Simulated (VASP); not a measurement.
Crystal: Nb.

```
CELL_PARAMETERS angstrom
-1.65480 1.65480 1.65480
1.65480 -1.65480 1.65480
1.65480 1.65480 -1.65480
ATOMIC_POSITIONS crystal
Nb 0.00000 0.00000 0.00000
```

Program: VASP 6.6.1. Alike in all runs: task single point; level PBE; potentials or basis VASP PAW PBE potentials, release 64 (Nb_sv); no spin polarisation; cell as given; cutoff (eV) 520. Hardware: 1 thread of Intel Xeon 6975P-C (shared host).

**Question.** Order these runs on this cell by their wall time, lowest first.
A. k mesh 13 × 13 × 13; smearing fermi-dirac 0.03 eV
B. k mesh 5 × 5 × 5; smearing fermi-dirac 0.1 eV
C. k mesh 22 × 22 × 22; smearing fermi-dirac 0.1 eV

**Answer.** B (3.2 s), A (7.1 s), C (89 s).

Caveats: some runs use coarse meshes.
